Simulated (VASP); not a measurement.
# BN (Fmm2) in VASP: notebook

The runs below take BN through single point, with PBEsol.

All numbers are computed with VASP 6.6.1; they aren't measurements. Logs are shortened: lines on timing, memory, paths and dates and some standing lists are left out, and cuts for length are marked.

## Step 1: The cell of the first run

The structure is orthorhombic, space group Fmm2 (No. 42). Conventional cell: a = 2.503 Å, b = 6.991 Å, c = 4.332 Å, α = 90.00°, β = 90.00°, γ = 90.00°. B (site symmetry mm2) has 3 N at 1.44 Å within 1.9 Å. Within 1.9 Å of N (site symmetry mm2) lie 3 B at 1.44 Å.

## Step 2: Single point, PBEsol

INCAR

```
SYSTEM = BN
ALGO = Normal
EDIFF = 1E-6
ENCUT = 600
GGA = PS
GGA_COMPAT = .False.
ISIF = 2
ISMEAR = 0
LASPH = .True.
LCHARG = .False.
LREAL = .False.
LWAVE = .False.
NBANDS = 11
NELM = 120
PREC = Accurate
SIGMA = 0.01
```

KPOINTS

```
k-points
0
Gamma
  7 7 7
  0 0 0
```

POSCAR

```
BN
1.0
    0.0000000000      3.4953200000      2.1660900000
    1.2516300000      0.0000000000      2.1660900000
    1.2516300000      3.4953200000      0.0000000000
B N
1 1
Direct
    0.0000500000      0.0000500000      0.9999500000
    0.6666666667      0.6666666667      0.3333333333
```

Potentials or basis: VASP PAW PBE potentials, release 64 (B, N).

Command:

```sh
cat potpaw_PBE.64/B/POTCAR potpaw_PBE.64/N/POTCAR > POTCAR
mpirun -np 1 vasp_std > vasp.out
```

OUTCAR:

```text
SYSTEM = BN
   EDIFF = 1E-6
   ENCUT = 600
   GGA = PS
   ISIF = 2
   ISMEAR = 0
   LASPH = .True.
   LREAL = .False.
   NELM = 120
   PREC = Accurate

 ion  position               nearest neighbor table
   1  0.000  0.000  1.000-   2 1.44   2 1.44   2 1.44
   2  0.667  0.667  0.333-   1 1.44   1 1.44   1 1.44

  LATTYP: Found a face centered orthorhombic cell.
 ALAT       =     2.5032600000
 B/A-ratio  =     1.7306152777
 C/A-ratio  =     2.7926144308

  Lattice vectors:

 A1 = (  -0.0000000000,   3.4953200000,   2.1660900000)
 A2 = (  -1.2516300000,   3.4953200000,   0.0000000000)
 A3 = (  -1.2516300000,   0.0000000000,   2.1660900000)

Analysis of symmetry for initial positions (statically):
=====================================================================
 Subroutine PRICEL returns:
 Original cell was already a primitive cell.

 Routine SETGRP: Setting up the symmetry group for a
 face centered orthorhombic supercell.

 Subroutine GETGRP returns: Found  4 space group operations
 (whereof  4 operations were pure point group operations)
 out of a pool of  8 trial point group operations.

The static configuration has the point symmetry C_2v.

Analysis of symmetry for dynamics (positions and initial velocities):
=====================================================================
 Subroutine PRICEL returns:
 Original cell was already a primitive cell.

 Routine SETGRP: Setting up the symmetry group for a
 face centered orthorhombic supercell.

 Subroutine GETGRP returns: Found  4 space group operations
 (whereof  4 operations were pure point group operations)
 out of a pool of  8 trial point group operations.

The dynamic configuration has the point symmetry C_2v.

 Subroutine INISYM returns: Found  4 space group operations
 (whereof  4 operations are pure point group operations),
 and found     1 'primitive' translations

----------------------------------------------------------------------------------------

                                     Primitive cell

  volume of cell :      18.9526

  direct lattice vectors                    reciprocal lattice vectors
     0.000000000  3.495320000  2.166090000    -0.399479079  0.143048419  0.230830667
     1.251630000  0.000000000  2.166090000     0.399479079 -0.143048419  0.230830667
     1.251630000  3.495320000  0.000000000     0.399479079  0.143048419 -0.230830667

  length of vectors
     4.112080713  2.501704128  3.712659365     0.483041594  0.483041594  0.483041594

  position of ions in fractional coordinates (direct lattice)
     0.000050000  0.000050000  0.999950000
     0.666666667  0.666666667  0.333333333

  ion indices of the primitive-cell ions
   primitive index   ion index
                 1           1
                 2           2

----------------------------------------------------------------------------------------

 KPOINTS: k-points

Automatic generation of k-mesh.
 Grid dimensions read from file:
 generate k-points for:    7    7    7

 Generating k-lattice:

  Cartesian coordinates                     Fractional coordinates (reciprocal lattice)
    -0.057068440  0.020435488  0.032975810     0.142857143  0.000000000 -0.000000000
     0.057068440 -0.020435488  0.032975810     0.000000000  0.142857143  0.000000000
     0.057068440  0.020435488 -0.032975810    -0.000000000  0.000000000  0.142857143

  Length of vectors
     0.069005942  0.069005942  0.069005942

  Shift w.r.t. Gamma in fractional coordinates (k-lattice)
     0.000000000  0.000000000  0.000000000

 Subroutine IBZKPT returns following result:
 ===========================================

 Found     64 irreducible k-points:

 Following reciprocal coordinates:
            Coordinates               Weight
  0.000000  0.000000  0.000000      1.000000
  0.142857 -0.000000  0.000000      8.000000
  0.285714 -0.000000  0.000000      8.000000
  0.428571 -0.000000  0.000000      8.000000
  0.142857  0.142857  0.000000      2.000000
  0.285714  0.142857  0.000000      8.000000
[... 16 lines left out ...]
  0.000000  0.142857  0.142857      2.000000
  0.285714  0.142857  0.142857      4.000000
 [... further k-points ...]
   k-points           NKPTS =     64   k-points in BZ     NKDIM =     64   number of bands    NBANDS=     11
   number of dos      NEDOS =    301   number of ions     NIONS =      2
   total plane-waves  NPLWV =  21600
   dimension x,y,z NGX =    36 NGY =   20 NGZ =   30
   dimension x,y,z NGXF=    72 NGYF=   40 NGZF=   60
   ions per type =               1   1
   NGX,Y,Z   is equivalent  to a cutoff of  14.55, 13.29, 13.43 a.u.
   NGXF,Y,Z  is equivalent  to a cutoff of  29.11, 26.58, 26.87 a.u.
 SYSTEM =  BN
   PREC   = accura    normal or accurate (medium, high low for compatibility)
   ISTART =      0    job   : 0-new  1-cont  2-samecut
   ICHARG =      2    charge: 1-file 2-atom 10-const
   ISPIN  =      1    spin polarized calculation?
   LNONCOLLINEAR =      F non collinear calculations
   LSORBIT =      F    spin-orbit coupling
   LASPH  =      T    aspherical Exc in radial PAW
   ENCUT  =  600.0 eV  44.10 Ry    6.64 a.u.   8.21  5.00  7.42*2*pi/ulx,y,z
   NELM   =    120;   NELMIN=  2; NELMDL= -5     # of ELM steps
   EDIFF  = 0.1E-05   stopping-criterion for ELM
   LREAL  =      F    real-space projection
   EDIFFG = 0.1E-04   stopping-criterion for IOM
   NSW    =      0    number of steps for IOM
   IBRION =     -1    ionic relax: 0-MD 1-quasi-New 2-CG
   NFREE  =      0    steps in history (QN), initial steepest desc. (CG)
   ISIF   =      2    stress and relaxation
   ISYM   =      2    0-nonsym 1-usesym 2-fastsym
   POTIM  = 0.5000    time-step for ionic-motion
   TEBEG  =    0.0;   TEEND  =   0.0 temperature during run
   PSTRESS=    0.0 pullay stress
   NELECT =       8.0000    total number of electrons
   NUPDOWN=      -1.0000    fix difference up-down
   EMIN   =  10.00;   EMAX   =-10.00  energy-range for DOS
   EFERMI =   0.00;   METHOD = LEGACY
   ISMEAR =     0;   SIGMA  =   0.01  broadening in eV -4-tet -1-fermi 0-gaus
   EFERMI_NEDOS =   21; number of points for ismear=-14 and -15
   IALGO  =     38    algorithm
   IMIX   =      4    mixing-type and parameters
     AMIX     =   0.40;   BMIX     =  1.00
     AMIX_MAG =   1.60;   BMIX_MAG =  1.00
  volume/ion in A,a.u.               =       9.48        63.95
  Fermi-wavevector in a.u.,A,eV,Ry     =   1.228047  2.320673 20.518942  1.508100
  Thomas-Fermi vector in A             =   2.362987
   LORBIT       =      0    0 simple, 1 ext, 2 COOP (PROOUT), +10 PAW based schemes
   GGA     = PS    functional components
   LHFCALC =     F    Hartree Fock is set to
   AEXX    =    0.0000 exact exchange contribution
   IVDW    =     0    specifies the selected vdW correction
   LEPSILON=     F    determine dielectric tensor
   LRPA    =     F    only Hartree local field effects (RPA)
 non-spin polarized calculation
 Gauss-broadening in eV      SIGMA  =   0.01
  energy-cutoff  :      600.00
  volume of cell :       18.95
 maximum number of plane-waves:       646
 NGX is ok and might be reduce to    36
   NGX = 17   NGY =  9   NGZ = 15

 number of electron       8.0000000 magnetization

 Free energy of the ion-electron system (eV)
  ---------------------------------------------------
  ext. energy  EPLUGINS =         0.00000000
  ---------------------------------------------------
  free energy    TOTEN  =       -18.28652660 eV

  energy without entropy =      -18.28652660  energy(sigma->0) =      -18.28652660

 E-fermi :   1.7926     XC(G=0):  -9.9638

 val. band max:        1.7286668188   @ k =   0.4286  -0.4286   0.1429
 cond. band min:       5.8002395798   @ k =   0.0000   0.4286   0.4286
 fundamental gap:      4.0715727610
 Fermi energy:         1.7925529315

 k-point     1 :       0.0000    0.0000    0.0000
  band No.  band energies     occupation
      1     -15.9317      2.00000
      2      -2.6129      2.00000
      3       0.5014      2.00000
      4       0.5100      2.00000
      5       6.5680      0.00000
      6      13.3661      0.00000
      7      13.4250      0.00000
      8      14.8408      0.00000
      9      16.3070      0.00000
     10      27.2597      0.00000
     11      28.4715      0.00000

 k-point     2 :       0.1429   -0.0000    0.0000
  band No.  band energies     occupation
      1     -15.5262      2.00000
      2      -2.2180      2.00000
      3      -1.0103      2.00000
      4      -0.1893      2.00000
      5       7.4384      0.00000
      6      13.1846      0.00000
      7      13.5020      0.00000
      8      15.0476      0.00000
      9      17.5109      0.00000
     10      24.8884      0.00000
     11      28.2638      0.00000

 k-point     3 :       0.2857   -0.0000    0.0000
  band No.  band energies     occupation
      1     -14.3927      2.00000
      2      -4.0569      2.00000
      3      -1.4183      2.00000
      4      -1.0424      2.00000
      5       9.1201      0.00000
      6      10.7816      0.00000
      7      12.9940      0.00000
      8      18.9554      0.00000
      9      19.6022      0.00000
     10      21.2695      0.00000
     11      26.3064      0.00000

 k-point     4 :       0.4286   -0.0000    0.0000
  band No.  band energies     occupation
      1     -13.0032      2.00000
      2      -6.6549      2.00000
      3      -2.2082      2.00000
      4       0.5197      2.00000
      5       6.9869      0.00000
      6      11.5467      0.00000
      7      14.2176      0.00000
      8      18.1192      0.00000
      9      21.4631      0.00000
     10      22.9073      0.00000
     11      25.0567      0.00000
[... 239 lines left out ...]
 k-point    22 :      -0.1429    0.0000    0.1429
  band No.  band energies     occupation
      1     -14.4218      2.00000
      2      -4.0474      2.00000
      3      -1.4183      2.00000
      4      -0.7386      2.00000
      5       8.9221      0.00000
      6      10.1905      0.00000
      7      12.9415      0.00000
      8      18.9598      0.00000
      9      19.9557      0.00000
     10      20.8761      0.00000
     11      26.3761      0.00000

 k-point    23 :       0.0000    0.1429    0.1429
  band No.  band energies     occupation
      1     -14.7763      2.00000
      2      -2.9128      2.00000
      3      -1.5148      2.00000
      4      -1.1745      2.00000
      5       8.4738      0.00000
      6      11.2416      0.00000
      7      13.9125      0.00000
      8      16.1968      0.00000
      9      20.0856      0.00000
     10      20.5691      0.00000
     11      26.5442      0.00000

 k-point    24 :       0.2857    0.1429    0.1429
  band No.  band energies     occupation
      1     -15.4999      2.00000
      2      -2.4822      2.00000
      3      -1.0230      2.00000
      4      -0.1880      2.00000
      5       7.9762      0.00000
      6      13.0828      0.00000
      7      13.7977      0.00000
      8      15.0735      0.00000
      9      17.3407      0.00000
     10      25.9064      0.00000
     11      27.8462      0.00000

 [... further k-points ...]
[... 5 lines left out ...]
  --------------------------------------------------------------------------------------
  -------------------------------------------------------------------------------------
  Total        0.1215850     -0.0047949      0.1282999      0.0000000      0.0000000      0.0000000
  in kB       10.2782962     -0.4053429     10.8459499      0.0000000      0.0000000      0.0000000
  external PRESSURE =       6.9063011 kB  Pullay stress =       0.0000000 kB

 VOLUME and BASIS-vectors are now :
 -----------------------------------------------------------------------------
  energy-cutoff  :      600.00
  volume of cell :       18.95
      direct lattice vectors                 reciprocal lattice vectors
     0.000000000  3.495320000  2.166090000    -0.399479079  0.143048419  0.230830667
     1.251630000  0.000000000  2.166090000     0.399479079 -0.143048419  0.230830667
     1.251630000  3.495320000  0.000000000     0.399479079  0.143048419 -0.230830667

 POSITION                                       TOTAL-FORCE (eV/Angst)
 -----------------------------------------------------------------------------------
      1.25163      3.49532      0.00022         0.000000      0.000000      0.012815
      1.25163      3.49532      2.88812         0.000000      0.000000     -0.012815
 -----------------------------------------------------------------------------------
    total drift:                                0.000004     -0.000003     -0.000067

  FREE ENERGIE OF THE ION-ELECTRON SYSTEM (eV)
  ---------------------------------------------------
  free  energy   TOTEN  =       -18.2865265974 eV

  energy  without entropy=      -18.2865265974  energy(sigma->0) =      -18.28652660
```

It took 26 s on 1 thread of Intel Xeon 8259CL, shared host; peak memory 0.16 GiB.

What came out:

| Quantity | Value |
| --- | --- |
| Free energy | -18.2865 eV |
| Pressure | 0.7 GPa |
| Largest force | 0.013 eV/Å |
| Band gap on the k mesh | 4.07 eV, indirect (least direct gap 4.98 eV) |

Forces on the atoms (eV/Å):
```
B    0.000  0.000  0.013
N    0.000  0.000 -0.013
```

Caveat: the k points lie up to 0.43 Å⁻¹ apart; the PAW data sets were made with another functional, which shifts forces and pressure a little. A k mesh can miss the band edges.

## Step 3: Single point, PBEsol

INCAR

```
  PREC = Accurate
  ENCUT = 600
  EDIFF = 1E-6
  ISMEAR = 0
  SIGMA = 0.01
  LREAL = False
  LASPH = True
  NELM = 120
  ALGO = Normal
  ISIF = 2
  LWAVE = False
  LCHARG = False
  GGA = PS
  NBANDS = 11
  GGA_COMPAT = False
```

KPOINTS

```
Automatic mesh
0
Gamma
  7 7 7
```

POSCAR is that of step 2.

Potentials or basis: VASP PAW PBE potentials, release 64 (B, N).

Command:

```sh
cat potpaw_PBE.64/B/POTCAR potpaw_PBE.64/N/POTCAR > POTCAR
mpirun -np 1 vasp_std > vasp.out
```

Run time: 24 s. Hardware: 1 thread of Intel Xeon 8259CL, shared host; peak memory 0.15 GiB.

It converged, with:

* Free energy: -18.2865 eV
* Pressure: 0.7 GPa
* Largest force: 0.013 eV/Å
* Band gap on the k mesh: 4.07 eV, indirect (least direct gap 4.98 eV)

Forces on the atoms (eV/Å):
```
B    0.000  0.000  0.013
N    0.000  0.000 -0.013
```

Stress tensor (GPa, compression positive):
```
 1.03  0.00  0.00
 0.00 -0.04  0.00
 0.00  0.00  1.08
```

Levels at points of the mesh, in eV from the valence-band top:
```csv
k point,band 2,band 3,band 4,band 5,band 6,band 7
"(0.00, 0.00, 0.00)",-4.34,-1.23,-1.22,4.84,11.64,11.70
```

Caveat: the k points lie up to 0.43 Å⁻¹ apart; the PAW data sets were made with another functional, which shifts forces and pressure a little. A k mesh can miss the band edges.
